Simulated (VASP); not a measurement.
# Be (Im-3m) in VASP: a series of runs

The runs below take Be through single point, with RPBE, PBE, r2SCAN.

Program: VASP 6.6.1. These are calculated values, not measurements. Logs are shortened: lines on timing, memory, paths and dates and some standing lists are left out, and cuts for length are marked.

### 1 The cell of the first run

Symmetry: Im-3m, No. 229, cubic system. Conventional cell: a = 2.527 Å, b = 2.527 Å, c = 2.527 Å, α = 90.00°, β = 90.00°, γ = 90.00°. Be (site symmetry m-3m) has 14 Be at 2.19 to 2.53 Å within 2.9 Å.

### 2 Single point, RPBE

INCAR

```
  PREC = Accurate
  ENCUT = 520
  EDIFF = 1E-7
  ISMEAR = 0
  SIGMA = 0.0164
  LREAL = False
  LASPH = True
  NELM = 60
  ALGO = Normal
  ISIF = 2
  LWAVE = False
  LCHARG = False
  GGA = RP
  NBANDS = 7
```

KPOINTS

```
Automatic mesh
0
Gamma
  10 10 10
```

POSCAR

```
Be
1.0
   -1.2634200000      1.2634200000      1.2634200000
    1.2634200000     -1.2634200000      1.2634200000
    1.2634200000      1.2634200000     -1.2634200000
Be
1
Direct
    0.0000000000      0.0000000000      0.0000000000
```

Potentials or basis: VASP PAW PBE potentials, release 64 (Be).

Started as:

```sh
cat potpaw_PBE.64/Be/POTCAR > POTCAR
mpirun -np 1 vasp_std > vasp.out
```

OUTCAR:

```text
PREC = Accurate
   ENCUT = 520
   EDIFF = 1E-7
   ISMEAR = 0
   LREAL = False
   LASPH = True
   NELM = 60
   ISIF = 2
   GGA = RP

 ion  position               nearest neighbor table
   1  0.000  0.000  0.000-

  LATTYP: Found a body centered cubic cell.
 ALAT       =     2.5268400000

  Lattice vectors:

 A1 = (  -1.2634200000,   1.2634200000,   1.2634200000)
 A2 = (   1.2634200000,  -1.2634200000,   1.2634200000)
 A3 = (   1.2634200000,   1.2634200000,  -1.2634200000)

Analysis of symmetry for initial positions (statically):
=====================================================================
 Subroutine PRICEL returns:
 Original cell was already a primitive cell.

 Routine SETGRP: Setting up the symmetry group for a
 body centered cubic supercell.

 Subroutine GETGRP returns: Found 48 space group operations
 (whereof 48 operations were pure point group operations)
 out of a pool of 48 trial point group operations.

The static configuration has the point symmetry O_h .

Analysis of symmetry for dynamics (positions and initial velocities):
=====================================================================
 Subroutine PRICEL returns:
 Original cell was already a primitive cell.

 Routine SETGRP: Setting up the symmetry group for a
 body centered cubic supercell.

 Subroutine GETGRP returns: Found 48 space group operations
 (whereof 48 operations were pure point group operations)
 out of a pool of 48 trial point group operations.

The dynamic configuration has the point symmetry O_h .

 Subroutine INISYM returns: Found 48 space group operations
 (whereof 48 operations are pure point group operations),
 and found     1 'primitive' translations

----------------------------------------------------------------------------------------

                                     Primitive cell

  volume of cell :       8.0668

  direct lattice vectors                    reciprocal lattice vectors
    -1.263420000  1.263420000  1.263420000     0.000000000  0.395751215  0.395751215
     1.263420000 -1.263420000  1.263420000     0.395751215  0.000000000  0.395751215
     1.263420000  1.263420000 -1.263420000     0.395751215  0.395751215  0.000000000

  length of vectors
     2.188307631  2.188307631  2.188307631     0.559676736  0.559676736  0.559676736

  position of ions in fractional coordinates (direct lattice)
     0.000000000  0.000000000  0.000000000
[... 75 lines left out ...]
   NELM   =     60;   NELMIN=  2; NELMDL= -5     # of ELM steps
   EDIFF  = 0.1E-06   stopping-criterion for ELM
   LREAL  =      F    real-space projection
   EDIFFG = 0.1E-05   stopping-criterion for IOM
   NSW    =      0    number of steps for IOM
   IBRION =     -1    ionic relax: 0-MD 1-quasi-New 2-CG
   NFREE  =      0    steps in history (QN), initial steepest desc. (CG)
   ISIF   =      2    stress and relaxation
   ISYM   =      2    0-nonsym 1-usesym 2-fastsym
   POTIM  = 0.5000    time-step for ionic-motion
   TEBEG  =    0.0;   TEEND  =   0.0 temperature during run
   PSTRESS=    0.0 pullay stress
   NELECT =       2.0000    total number of electrons
   NUPDOWN=      -1.0000    fix difference up-down
   EMIN   =  10.00;   EMAX   =-10.00  energy-range for DOS
   EFERMI =   0.00;   METHOD = LEGACY
   ISMEAR =     0;   SIGMA  =   0.02  broadening in eV -4-tet -1-fermi 0-gaus
   EFERMI_NEDOS =   21; number of points for ismear=-14 and -15
   IALGO  =     38    algorithm
   IMIX   =      4    mixing-type and parameters
     AMIX     =   0.40;   BMIX     =  1.00
     AMIX_MAG =   1.60;   BMIX_MAG =  1.00
  volume/ion in A,a.u.               =       8.07        54.44
  Fermi-wavevector in a.u.,A,eV,Ry     =   1.028451  1.943491 14.391048  1.057712
  Thomas-Fermi vector in A             =   2.162448
   LORBIT       =      0    0 simple, 1 ext, 2 COOP (PROOUT), +10 PAW based schemes
   GGA     = RP    functional components
   LHFCALC =     F    Hartree Fock is set to
   AEXX    =    0.0000 exact exchange contribution
   IVDW    =     0    specifies the selected vdW correction
   LEPSILON=     F    determine dielectric tensor
   LRPA    =     F    only Hartree local field effects (RPA)
 non-spin polarized calculation
 Gauss-broadening in eV      SIGMA  =   0.02
  energy-cutoff  :      520.00
  volume of cell :        8.07
 maximum number of plane-waves:       236
   NGX =  9   NGY =  9   NGZ =  9

 number of electron       2.0000000 magnetization

 Free energy of the ion-electron system (eV)
  ---------------------------------------------------
  ext. energy  EPLUGINS =         0.00000000
  ---------------------------------------------------
  free energy    TOTEN  =        -3.40383774 eV

  energy without entropy =       -3.40373786  energy(sigma->0) =       -3.40378780

 E-fermi :   7.6227     XC(G=0): -10.5472

 val. band max:        7.6123753348   @ k =  -0.4000  -0.4000   0.2000
 cond. band min:       7.9199253234   @ k =  -0.4000  -0.4000   0.1000
 fundamental gap:      0.3075499886
 Fermi energy:         7.6226631730

 k-point     1 :       0.0000    0.0000    0.0000
  band No.  band energies     occupation
      1      -4.3355      2.00000
      2      26.9811      0.00000
      3      26.9811      0.00000
      4      26.9811      0.00000
      5      37.9266      0.00000
      6      37.9266      0.00000
      7      37.9266      0.00000
[... 221 lines left out ...]
 k-point    24 :      -0.3000    0.3000    0.1000
  band No.  band energies     occupation
      1      -0.8328      2.00000
      2      15.2901      0.00000
      3      19.9193      0.00000
      4      24.2782      0.00000
      5      30.1657      0.00000
      6      32.1933      0.00000
      7      38.8598      0.00000

 [... further k-points ...]

------------------------ aborting loop because EDIFF is reached ----------------------------------------

  FORCE on cell =-STRESS in cart. coord.  units (eV):
  Direction    XX          YY          ZZ          XY          YZ          ZX
  --------------------------------------------------------------------------------------
  -------------------------------------------------------------------------------------
  Total       -0.0279029     -0.0279029     -0.0279029      0.0000000      0.0000000     -0.0000000
  in kB       -5.5418711     -5.5418711     -5.5418711      0.0000000      0.0000000     -0.0000000
  external PRESSURE =      -5.5418711 kB  Pullay stress =       0.0000000 kB

 VOLUME and BASIS-vectors are now :
 -----------------------------------------------------------------------------
  energy-cutoff  :      520.00
  volume of cell :        8.07
      direct lattice vectors                 reciprocal lattice vectors
    -1.263420000  1.263420000  1.263420000     0.000000000  0.395751215  0.395751215
     1.263420000 -1.263420000  1.263420000     0.395751215  0.000000000  0.395751215
     1.263420000  1.263420000 -1.263420000     0.395751215  0.395751215  0.000000000

 POSITION                                       TOTAL-FORCE (eV/Angst)
 -----------------------------------------------------------------------------------
      0.00000      0.00000      0.00000         0.000000     -0.000000     -0.000000
 -----------------------------------------------------------------------------------
    total drift:                               -0.000000      0.000000      0.000000

  FREE ENERGIE OF THE ION-ELECTRON SYSTEM (eV)
  ---------------------------------------------------
  free  energy   TOTEN  =        -3.4038377375 eV

  energy  without entropy=       -3.4037378553  energy(sigma->0) =       -3.40378780
```

OSZICAR:

```text
N       E                     dE             d eps       ncg     rms          rms(c)
DAV:   1    -0.217820865141E+01   -0.21782E+01   -0.11652E+03   735   0.243E+02
DAV:   2    -0.342914773504E+01   -0.12509E+01   -0.11988E+01   924   0.253E+01
DAV:   3    -0.343078862705E+01   -0.16409E-02   -0.16388E-02   770   0.826E-01
DAV:   4    -0.343078885957E+01   -0.23252E-06   -0.23323E-06   973   0.106E-02
DAV:   5    -0.343078885986E+01   -0.29423E-09   -0.30643E-10   777   0.607E-05    0.777E-01
DAV:   6    -0.341078009298E+01    0.20009E-01   -0.28825E-03   693   0.552E-01    0.481E-01
DAV:   7    -0.340389392875E+01    0.68862E-02   -0.23677E-03   686   0.537E-01    0.321E-02
DAV:   8    -0.340383614241E+01    0.57786E-04   -0.14906E-05   714   0.397E-02    0.761E-03
DAV:   9    -0.340383773203E+01   -0.15896E-05   -0.11437E-06   812   0.679E-03    0.368E-04
DAV:  10    -0.340383773746E+01   -0.54361E-08   -0.15931E-09   476   0.406E-04
   1 F= -.34038377E+01 E0= -.34037878E+01  d E =-.998821E-04
```

Run time: 1.1 s. Hardware: 1 thread of Intel Xeon 6975P-C (Granite Rapids), shared host; peak memory 0.11 GiB.

What came out:

* Free energy: -3.4038 eV
* Pressure: -0.6 GPa
* Band gap on the k mesh: zero (band 1 reaches 11.76 eV, above the bottom of band 2 at 6.81 eV)

Caveat: the PAW data sets were made with another functional, which shifts forces and pressure a little.

### 3 Single point, PBE

INCAR

```
SYSTEM = Be
PREC     = Accurate       ! precision mode
ENCUT    = 520            ! plane-wave cutoff, eV
EDIFF    = 1E-6           ! SCF threshold, eV
ISMEAR   = 0              ! smearing method
SIGMA    = 0.0164         ! smearing width, eV
LREAL    = .False.        ! projectors in reciprocal space
LASPH    = .True.         ! aspherical terms in the spheres
NELM     = 60             ! most SCF steps
ALGO     = Normal         ! electronic algorithm
ISIF     = 2              ! what is computed and relaxed
LWAVE    = .False.        ! write WAVECAR
LCHARG   = .True.         ! write CHGCAR
GGA      = PE             ! functional
LELF     = .True.         ! ELF
LVHAR    = .True.       
NBANDS   = 7              ! bands
```

KPOINTS

```
Automatic mesh
0
Gamma
  10 10 10
  0.5 0.5 0.5
```

POSCAR is that of step 2.

Potentials or basis: VASP PAW PBE potentials, release 64 (Be).

Started as:

```sh
cat potpaw_PBE.64/Be/POTCAR > POTCAR
mpirun -np 1 vasp_std > vasp.out
```

Run time: 1.2 s. Hardware: 1 thread of Intel Xeon 6975P-C (Granite Rapids), shared host; peak memory 0.1 GiB.

It converged, with:

```
Free energy            : -3.6694 eV
Pressure               : -3.6 GPa
Band gap on the k mesh : zero (band 1 reaches 9.86 eV, above the bottom of band 2 at 6.45 eV)
```

Levels at points of the mesh, in eV from the Fermi level:
| k point | band 1 | band 2 | band 3 | band 4 | band 5 | band 6 |
| --- | --- | --- | --- | --- | --- | --- |
| (0.05, 0.05, 0.05) | -11.49 | 16.79 | 17.60 | 17.60 | 26.63 | 26.63 |

### 4 Single point, r2SCAN

POSCAR is that of step 3.

INCAR.step1

```
ALGO     = Normal         # electronic algorithm
EDIFF    = 1E-4           # SCF threshold, eV
ENCUT    = 520            # plane-wave cutoff, eV
GGA      = PE             # functional
ISMEAR   = 0              # smearing method
LASPH    = T              # aspherical terms in the spheres
LCHARG   = F              # write CHGCAR
LREAL    = F              # projectors in reciprocal space
LWAVE    = T              # write WAVECAR
NBANDS   = 7              # bands
NELM     = 100            # most SCF steps
PREC     = Accurate       # precision mode
SIGMA    = 0.0164         # smearing width, eV
```

INCAR.step2

```
ALGO     = Normal         # electronic algorithm
EDIFF    = 1E-7           # SCF threshold, eV
ENCUT    = 520            # plane-wave cutoff, eV
ISIF     = 2              # what is computed and relaxed
ISMEAR   = 0              # smearing method
ISTART   = 1            
LASPH    = T              # aspherical terms in the spheres
LCHARG   = F              # write CHGCAR
LMIXTAU  = T            
LREAL    = F              # projectors in reciprocal space
LWAVE    = F              # write WAVECAR
METAGGA  = R2SCAN         # meta-GGA
NBANDS   = 7              # bands
NELM     = 100            # most SCF steps
PREC     = Accurate       # precision mode
SIGMA    = 0.0164         # smearing width, eV
```

KPOINTS

```
k-points
0
Gamma
  10 10 10
```

Started as:

```sh
cat potpaw_PBE.64/Be/POTCAR > POTCAR
cp INCAR.step1 INCAR
mpirun -np 1 vasp_std > vasp.out
cp INCAR.step2 INCAR
mpirun -np 1 vasp_std > vasp.out
```

Wall time 4.2 s (1 thread of Intel Xeon 6975P-C (Granite Rapids), shared host); peak memory 0.1 GiB.

The run converged. Its results:

```yaml
Free_energy: -4.2292 eV
Pressure: -3.5 GPa
Band_gap_on_the_k_mesh: zero (band 1 reaches 12.15 eV, above the bottom of band 2 at 6.78 eV)
```

Levels at points of the mesh, in eV from the Fermi level:
```tsv
k point	band 1	band 2	band 3	band 4
(0.00, 0.00, 0.00)	-12.80	20.83	20.83	20.83
(0.50, 0.00, 0.00)	-5.25	0.41	13.29	16.57
(0.50, 0.50, 0.50)	4.50	4.50	4.50	10.16
```

Caveat: the PAW data sets were made with another functional, which shifts forces and pressure a little.

### 5 Single point, r2SCAN

POSCAR is that of step 4.

INCAR.step1

```
SYSTEM = Be
PREC = Accurate
ENCUT = 520
ISMEAR = 0
SIGMA = 0.0164
LREAL = .FALSE.
LASPH = .TRUE.
NELM = 60
NBANDS = 7
GGA = PE
ALGO = Normal
EDIFF = 1E-4
LWAVE = .TRUE.
LCHARG = .FALSE.
```

INCAR.step2

```
SYSTEM = Be
PREC = Accurate
ENCUT = 520
EDIFF = 1E-7
ISMEAR = 0
SIGMA = 0.0164
LREAL = .FALSE.
LASPH = .TRUE.
NELM = 60
ALGO = Normal
ISIF = 2
LWAVE = .FALSE.
LCHARG = .FALSE.
METAGGA = R2SCAN
LMIXTAU = .TRUE.
NBANDS = 7
ISTART = 1
```

KPOINTS

```
regular mesh
0
G
  10 10 10
  0 0 0
```

Potentials or basis: VASP PAW PBE potentials, release 64 (Be).

Started as:

```sh
cat potpaw_PBE.64/Be/POTCAR > POTCAR
cp INCAR.step1 INCAR
mpirun -np 1 vasp_std > vasp.out
cp INCAR.step2 INCAR
mpirun -np 1 vasp_std > vasp.out
```

OUTCAR:

```text
SYSTEM = Be
   PREC = Accurate
   ENCUT = 520
   EDIFF = 1E-7
   ISMEAR = 0
   LREAL = .FALSE.
   LASPH = .TRUE.
   NELM = 60
   ISIF = 2
   METAGGA = R2SCAN
   ISTART = 1

 ion  position               nearest neighbor table
   1  0.000  0.000  0.000-

  LATTYP: Found a body centered cubic cell.
 ALAT       =     2.5268400000

  Lattice vectors:

 A1 = (  -1.2634200000,   1.2634200000,   1.2634200000)
 A2 = (   1.2634200000,  -1.2634200000,   1.2634200000)
[... 419 lines left out ...]
      7      40.7073      0.00000

 [... further k-points ...]

------------------------ aborting loop because EDIFF is reached ----------------------------------------

  FORCE on cell =-STRESS in cart. coord.  units (eV):
  Direction    XX          YY          ZZ          XY          YZ          ZX
  --------------------------------------------------------------------------------------
  -------------------------------------------------------------------------------------
  Total       -0.1775895     -0.1775895     -0.1775895      0.0000000      0.0000000      0.0000000
  in kB      -35.2715545    -35.2715545    -35.2715545      0.0000000      0.0000000      0.0000000
  external PRESSURE =     -35.2715545 kB  Pullay stress =       0.0000000 kB

 VOLUME and BASIS-vectors are now :
 -----------------------------------------------------------------------------
  energy-cutoff  :      520.00
  volume of cell :        8.07
      direct lattice vectors                 reciprocal lattice vectors
    -1.263420000  1.263420000  1.263420000     0.000000000  0.395751215  0.395751215
     1.263420000 -1.263420000  1.263420000     0.395751215  0.000000000  0.395751215
     1.263420000  1.263420000 -1.263420000     0.395751215  0.395751215  0.000000000

 POSITION                                       TOTAL-FORCE (eV/Angst)
 -----------------------------------------------------------------------------------
      0.00000      0.00000      0.00000         0.000000     -0.000000      0.000000
 -----------------------------------------------------------------------------------
    total drift:                                0.000000     -0.000000      0.000000

  FREE ENERGIE OF THE ION-ELECTRON SYSTEM (eV)
  ---------------------------------------------------
  free  energy   TOTEN  =        -4.2292373138 eV

  energy  without entropy=       -4.2291374317  energy(sigma->0) =       -4.22918737
```

OUTCAR.step1:

```text
SYSTEM = Be
   PREC = Accurate
   ENCUT = 520
   ISMEAR = 0
   LREAL = .FALSE.
   LASPH = .TRUE.
   NELM = 60
[... 456 lines left out ...]
 -----------------------------------------------------------------------------------
      0.00000      0.00000      0.00000         0.000000      0.000000     -0.000000
 -----------------------------------------------------------------------------------
    total drift:                               -0.000000      0.000000      0.000000

  FREE ENERGIE OF THE ION-ELECTRON SYSTEM (eV)
  ---------------------------------------------------
  free  energy   TOTEN  =        -3.6551618207 eV

  energy  without entropy=       -3.6550619386  energy(sigma->0) =       -3.65511188
```

Wall time 3.5 s (1 thread of Intel Xeon 6975P-C (Granite Rapids), shared host); peak memory 0.1 GiB.

Results:

| Quantity | Value |
| --- | --- |
| Free energy | -4.2292 eV |
| Pressure | -3.5 GPa |
| Band gap on the k mesh | zero (band 1 reaches 12.15 eV, above the bottom of band 2 at 6.78 eV) |

Levels at points of the mesh, in eV from the Fermi level:
```
           k point  band 1  band 2  band 3  band 4  band 5  band 6
(0.00, 0.00, 0.00)  -12.80   20.83   20.83   20.83   31.91   31.91
(0.50, 0.00, 0.00)   -5.25    0.41   13.29   16.57   21.18   27.40
(0.50, 0.50, 0.50)    4.50    4.50    4.50   10.16   10.16   19.36
```

Caveat: the PAW data sets were made with another functional, which shifts forces and pressure a little.

### 6 Summary

| level | k mesh | gap on the mesh (eV) | pressure (GPa) |
| --- | --- | --- | --- |
| RPBE | 10 × 10 × 10 | none | -0.6 |
| PBE | 10 × 10 × 10, shifted | none | -3.6 |
| r2SCAN | 10 × 10 × 10 | none | -3.5 |

Alike in all rows: task single point; potentials or basis VASP PAW PBE potentials, release 64 (Be); no spin polarisation; cell as given; cutoff (eV) 520; smearing gaussian 0.0164 eV.

Every run on the cell as given and a fine mesh finds a metal. The pressure there spans -3.6 GPa (PBE) to -0.6 GPa (RPBE); a positive pressure means that this level wants a larger cell, a negative one a smaller.

Caveats: the PAW data sets were made with another functional, which shifts forces and pressure a little (some runs).

Total energies depend on the potentials used, so only differences within one code and one set of settings carry meaning.
